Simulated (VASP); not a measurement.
# ZrH (Ama2) in VASP: further runs

Runs on ZrH. Level: PBEsol. Tasks: single point.

All numbers are computed with VASP 6.6.1; they aren't measurements. Logs are shortened: lines on timing, memory, paths and dates and some standing lists are left out, and cuts for length are marked.

### 1 The cell of the first run

The structure is orthorhombic, space group Ama2 (No. 40). The conventional cell has a = 4.948 Å, b = 4.586 Å, c = 4.586 Å, α = 90.00°, β = 90.00°, γ = 90.00°. Zr (site symmetry m) has 4 H at 1.93 to 2.16 Å within 2.6 Å. Within 2.6 Å of H (site symmetry 2) lie 4 Zr at 1.93 to 2.16 Å and 2 H at 2.47 Å.

### 2 Single point, PBEsol (all Zr atoms moved -0.200 Å, as atom 1 along Cartesian [1 -1 0])

INCAR reads:

```
SYSTEM = ZrH
  PREC = Accurate
  ENCUT = 520
  EDIFF = 1E-6
  ISMEAR = 0
  SIGMA = 0.15
  LREAL = .FALSE.
  LASPH = .TRUE.
  NELM = 100
  ALGO = Normal
  ISIF = 2
  LWAVE = .FALSE.
  LCHARG = .FALSE.
  GGA = PS
  NBANDS = 21
```

KPOINTS reads:

```
regular mesh
0
G
  14 14 10
  0 0 0
```

POSCAR reads:

```
ZrH
1.0
    3.2427916985      0.0000000000      0.0000000000
    0.0000000000      3.2427916985      0.0000000000
    0.0000000000      0.0000000000      4.9480000000
Zr H
2 2
Direct
   -0.0436109900      0.5436109900      0.0000000000
    0.4563890100      0.0436109900      0.5000000000
    0.0000000000      0.0000000000      0.7500000000
    0.0000000000      0.0000000000      0.2500000000
```

Potentials or basis: VASP PAW PBE potentials, release 64 (Zr_sv, H).

The run is started by

```bash
$ cat potpaw_PBE.64/Zr_sv/POTCAR potpaw_PBE.64/H/POTCAR > POTCAR
$ mpirun -np 1 vasp_std > vasp.out
```

OUTCAR:

```text
SYSTEM = ZrH
   PREC = Accurate
   ENCUT = 520
   EDIFF = 1E-6
   ISMEAR = 0
   LREAL = .FALSE.
   LASPH = .TRUE.
   NELM = 100
   ISIF = 2
   GGA = PS

 ion  position               nearest neighbor table
   1  0.956  0.544  0.000-   3 1.93   4 1.93   3 2.16   4 2.16   2 3.37   2 3.37   2 3.37   2 3.37
                             2 3.37   2 3.37   2 3.37   2 3.37
   2  0.456  0.044  0.500-   3 1.93   4 1.93   3 2.16   4 2.16   1 3.37   1 3.37   1 3.37   1 3.37
                             1 3.37   1 3.37   1 3.37   1 3.37
   3  0.000  0.000  0.750-   1 1.93   2 1.93   1 2.16   2 2.16
   4  0.000  0.000  0.250-   1 1.93   2 1.93   1 2.16   2 2.16

  LATTYP: Found a simple tetragonal cell.
 ALAT       =     3.2427916985
 C/A-ratio  =     1.5258457712

  Lattice vectors:

 A1 = (   3.2427916985,   0.0000000000,   0.0000000000)
 A2 = (   0.0000000000,   3.2427916985,   0.0000000000)
 A3 = (   0.0000000000,   0.0000000000,   4.9480000000)

Analysis of symmetry for initial positions (statically):
=====================================================================
 Subroutine PRICEL returns:
 Original cell was already a primitive cell.

 Routine SETGRP: Setting up the symmetry group for a
 simple tetragonal supercell.

 Subroutine GETGRP returns: Found  4 space group operations
 (whereof  2 operations were pure point group operations)
 out of a pool of 16 trial point group operations.

The static configuration has the point symmetry C_1h.
 The point group associated with its full space group is C_2v.

Analysis of symmetry for dynamics (positions and initial velocities):
=====================================================================
 Subroutine PRICEL returns:
 Original cell was already a primitive cell.

 Routine SETGRP: Setting up the symmetry group for a
 simple tetragonal supercell.

 Subroutine GETGRP returns: Found  4 space group operations
 (whereof  2 operations were pure point group operations)
 out of a pool of 16 trial point group operations.

The dynamic configuration has the point symmetry C_1h.
 The point group associated with its full space group is C_2v.

 Subroutine INISYM returns: Found  4 space group operations
 (whereof  2 operations are pure point group operations),
 and found     1 'primitive' translations

----------------------------------------------------------------------------------------

[... 95 lines left out ...]
   NELM   =    100;   NELMIN=  2; NELMDL= -5     # of ELM steps
   EDIFF  = 0.1E-05   stopping-criterion for ELM
   LREAL  =      F    real-space projection
   EDIFFG = 0.1E-04   stopping-criterion for IOM
   NSW    =      0    number of steps for IOM
   IBRION =     -1    ionic relax: 0-MD 1-quasi-New 2-CG
   NFREE  =      0    steps in history (QN), initial steepest desc. (CG)
   ISIF   =      2    stress and relaxation
   ISYM   =      2    0-nonsym 1-usesym 2-fastsym
   POTIM  = 0.5000    time-step for ionic-motion
   TEBEG  =    0.0;   TEEND  =   0.0 temperature during run
   PSTRESS=    0.0 pullay stress
   NELECT =      26.0000    total number of electrons
   NUPDOWN=      -1.0000    fix difference up-down
   EMIN   =  10.00;   EMAX   =-10.00  energy-range for DOS
   EFERMI =   0.00;   METHOD = LEGACY
   ISMEAR =     0;   SIGMA  =   0.15  broadening in eV -4-tet -1-fermi 0-gaus
   EFERMI_NEDOS =   21; number of points for ismear=-14 and -15
   IALGO  =     38    algorithm
   IMIX   =      4    mixing-type and parameters
     AMIX     =   0.40;   BMIX     =  1.00
     AMIX_MAG =   1.60;   BMIX_MAG =  1.00
  volume/ion in A,a.u.               =      13.01        87.78
  Fermi-wavevector in a.u.,A,eV,Ry     =   1.299102  2.454947 22.962100  1.687667
  Thomas-Fermi vector in A             =   2.430388
   LORBIT       =      0    0 simple, 1 ext, 2 COOP (PROOUT), +10 PAW based schemes
   GGA     = PS    functional components
   LHFCALC =     F    Hartree Fock is set to
   AEXX    =    0.0000 exact exchange contribution
   IVDW    =     0    specifies the selected vdW correction
   LEPSILON=     F    determine dielectric tensor
   LRPA    =     F    only Hartree local field effects (RPA)
 non-spin polarized calculation
 Gauss-broadening in eV      SIGMA  =   0.15
  energy-cutoff  :      520.00
  volume of cell :       52.03
 maximum number of plane-waves:      1426
   NGX = 13   NGY = 13   NGZ = 19

 number of electron      25.9999998 magnetization

 Free energy of the ion-electron system (eV)
  ---------------------------------------------------
  ext. energy  EPLUGINS =         0.00000000
  ---------------------------------------------------
  free energy    TOTEN  =       -26.45969264 eV

  energy without entropy =      -26.43720235  energy(sigma->0) =      -26.44844749

 E-fermi :   8.1152     XC(G=0): -11.1566

 val. band max:        8.1128661102   @ k =  -0.3571   0.4286   0.4000
 cond. band min:       8.1163033039   @ k =   0.4286   0.0714   0.0000
 fundamental gap:      0.0034371937
 Fermi energy:         8.1152462195

 k-point     1 :       0.0000    0.0000    0.0000
  band No.  band energies     occupation
      1     -40.6988      2.00000
      2     -40.5901      2.00000
      3     -19.1094      2.00000
      4     -18.6120      2.00000
      5     -18.6008      2.00000
      6     -18.4010      2.00000
[... 565 lines left out ...]
     20      13.7647      0.00000
     21      14.9534      0.00000

 [... further k-points ...]

------------------------ aborting loop because EDIFF is reached ----------------------------------------

  FORCE on cell =-STRESS in cart. coord.  units (eV):
  Direction    XX          YY          ZZ          XY          YZ          ZX
  --------------------------------------------------------------------------------------
  -------------------------------------------------------------------------------------
  Total       -0.7640069     -0.7640069      0.0214608      0.3284893      0.0000000      0.0000000
  in kB      -23.5255639    -23.5255639      0.6608279     10.1149549      0.0000000      0.0000000
  external PRESSURE =     -15.4634333 kB  Pullay stress =       0.0000000 kB

 VOLUME and BASIS-vectors are now :
 -----------------------------------------------------------------------------
  energy-cutoff  :      520.00
  volume of cell :       52.03
      direct lattice vectors                 reciprocal lattice vectors
     3.242791699  0.000000000  0.000000000     0.308376267  0.000000000  0.000000000
     0.000000000  3.242791699  0.000000000     0.000000000  0.308376267  0.000000000
     0.000000000  0.000000000  4.948000000     0.000000000  0.000000000  0.202101859

 POSITION                                       TOTAL-FORCE (eV/Angst)
 -----------------------------------------------------------------------------------
      3.10137      1.76282      0.00000         0.256086     -1.121041      0.000000
      1.47997      0.14142      2.47400         1.121041     -0.256086      0.000000
      0.00000      0.00000      3.71100        -0.688564      0.688564      0.000000
      0.00000      0.00000      1.23700        -0.688564      0.688564      0.000000
 -----------------------------------------------------------------------------------
    total drift:                                0.000088     -0.000088     -0.000000

  FREE ENERGIE OF THE ION-ELECTRON SYSTEM (eV)
  ---------------------------------------------------
  free  energy   TOTEN  =       -26.4596926399 eV

  energy  without entropy=      -26.4372023493  energy(sigma->0) =      -26.44844749
```

Wall time 1.9 min (1 thread of Intel Xeon 6975P-C (Granite Rapids), shared host); peak memory 0.4 GiB.

What came out:

| Item | Value |
| --- | --- |
| Free energy | -26.4597 eV |
| Pressure | -1.5 GPa |
| Largest force | 1.150 eV/Å |
| Band gap on the k mesh | zero (bands 13 and 14 overlap by 1.03 eV) |

Forces in eV/Å, atoms in the order of the input:
```
Zr   0.256 -1.121  0.000
Zr   1.121 -0.256  0.000
H   -0.689  0.689  0.000
H   -0.689  0.689  0.000
```

Caveat: the cell differs from its parent crystal (all Zr atoms moved -0.200 Å, as atom 1 along Cartesian [1 -1 0]); the PAW data sets were made with another functional, which shifts forces and pressure a little.

### 3 Single point, PBEsol (all Zr atoms moved +0.150 Å, as atom 1 along Cartesian [1 -1 0])

INCAR reads:

```
PREC = Accurate
ENCUT = 520
EDIFF = 1E-6
ISMEAR = 0
SIGMA = 0.15
LREAL = F
LASPH = T
NELM = 100
ALGO = Normal
ISIF = 2
LWAVE = F
LCHARG = F
GGA = PS
NBANDS = 21
```

KPOINTS reads:

```
Automatic mesh
0
Gamma
  14 14 10
```

POSCAR: that of step 2 with these lines changed.

```diff
@@ -8,4 +8,4 @@
 Direct
-   -0.0436109900      0.5436109900      0.0000000000
-    0.4563890100      0.0436109900      0.5000000000
+    0.0327082425      0.4672917575      0.0000000000
+    0.5327082425     -0.0327082425      0.5000000000
     0.0000000000      0.0000000000      0.7500000000
```

Potentials or basis: VASP PAW PBE potentials, release 64 (Zr_sv, H).

The run is started by

```bash
$ cat potpaw_PBE.64/Zr_sv/POTCAR potpaw_PBE.64/H/POTCAR > POTCAR
$ mpirun -np 1 vasp_std > vasp.out
```

It took 99 s on 1 thread of Intel Xeon 6975P-C (Granite Rapids), shared host; peak memory 0.4 GiB.

The run converged. Its results:

* Free energy: -26.5456 eV
* Pressure: -2.0 GPa
* Largest force: 0.872 eV/Å
* Band gap on the k mesh: zero (bands 13 and 14 overlap by 1.01 eV)

Forces on the atoms (eV/Å):
```
Zr  -0.202  0.848  0.000
Zr  -0.848  0.202  0.000
H    0.525 -0.525  0.000
H    0.525 -0.525  0.000
```

Stress tensor (GPa, compression positive):
```
-2.66  0.57  0.00
 0.57 -2.66  0.00
 0.00  0.00 -0.62
```

Levels at points of the mesh, in eV from the Fermi level:
```csv
k point,band 9,band 10,band 11,band 12,band 13,band 14,band 15,band 16,band 17,band 18
"(0.00, 0.00, 0.00)",-8.47,-3.52,-3.02,-2.87,0.05,0.67,0.70,2.28,3.33,4.54
"(0.50, 0.00, 0.00)",-6.37,-5.39,-1.97,-0.74,-0.59,-0.27,1.65,1.91,2.19,2.96
"(0.50, 0.50, 0.00)",-6.65,-4.09,-2.93,-2.68,-1.88,2.83,3.98,4.34,4.34,4.61
"(0.00, 0.00, 0.50)",-6.68,-6.68,-1.73,-1.73,0.00,0.00,1.72,1.72,2.35,2.35
"(0.50, 0.00, 0.50)",-7.30,-4.06,-2.74,-0.16,0.26,0.51,0.57,1.06,3.99,4.35
"(0.50, 0.50, 0.50)",-5.43,-5.43,-1.96,-1.96,-0.33,-0.33,1.57,1.57,5.09,5.09
```

Caveat: the cell differs from its parent crystal (all Zr atoms moved +0.150 Å, as atom 1 along Cartesian [1 -1 0]); the PAW data sets were made with another functional, which shifts forces and pressure a little.
